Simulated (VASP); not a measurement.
Here is a VASP 6.6.1 calculation.

The input POSCAR:

```
MgS
1.0
    0.0000000000      2.8331200468      2.8331200468
    2.8331200468      0.0000000000      2.8331200468
    2.8331200468      2.8331200468      0.0000000000
S Mg
1 1
Direct
    0.2500000000      0.2500000000      0.2500000000
    0.0000000000      0.0000000000      0.0000000000
```

Contents of INCAR.step1:

```
SYSTEM = MgS
ALGO     = Normal         ! electronic algorithm
EDIFF    = 1E-4           ! SCF threshold, eV
ENCUT    = 520            ! plane-wave cutoff, eV
GGA      = PE             ! functional
ISMEAR   = -1             ! smearing method
LASPH    = .TRUE.         ! aspherical terms in the spheres
LCHARG   = .FALSE.        ! write CHGCAR
LREAL    = .FALSE.        ! projectors in reciprocal space
LWAVE    = .TRUE.         ! write WAVECAR
NBANDS   = 11             ! bands
NELM     = 100            ! most SCF steps
PREC     = Accurate       ! precision mode
SIGMA    = 0.05           ! smearing width, eV
```

INCAR.step2

```
SYSTEM = MgS
ALGO     = Normal         ! electronic algorithm
EDIFF    = 1E-7           ! SCF threshold, eV
ENCUT    = 520            ! plane-wave cutoff, eV
ISIF     = 2              ! what is computed and relaxed
ISMEAR   = -1             ! smearing method
ISTART   = 1            
LASPH    = .TRUE.         ! aspherical terms in the spheres
LCHARG   = .TRUE.         ! write CHGCAR
LELF     = .TRUE.         ! ELF
LMIXTAU  = .TRUE.       
LREAL    = .FALSE.        ! projectors in reciprocal space
LVHAR    = .TRUE.       
LWAVE    = .FALSE.        ! write WAVECAR
METAGGA  = R2SCAN         ! meta-GGA
NBANDS   = 11             ! bands
NELM     = 100            ! most SCF steps
PREC     = Accurate       ! precision mode
SIGMA    = 0.05           ! smearing width, eV
```

Contents of KPOINTS:

```
k-points
0
G
  8 8 8
  0 0 0
```

Potentials or basis: VASP PAW PBE potentials, release 64 (S, Mg).

Launch:

```sh
$ cat potpaw_PBE.64/S/POTCAR potpaw_PBE.64/Mg/POTCAR > POTCAR
$ cp INCAR.step1 INCAR
$ mpirun -np 1 vasp_std > vasp.out
$ cp INCAR.step2 INCAR
$ mpirun -np 1 vasp_std > vasp.out
```

Problem. Estimate the band gap on the k mesh.

Solution. 4.12 eV, direct.

Problem. Predict the pressure.

Solution. -0.4 GPa.

Caveat: the PAW data sets were made with another functional, which shifts forces and pressure a little. r2SCAN opens gaps a little over a GGA but as a rule still falls short of measured ones.
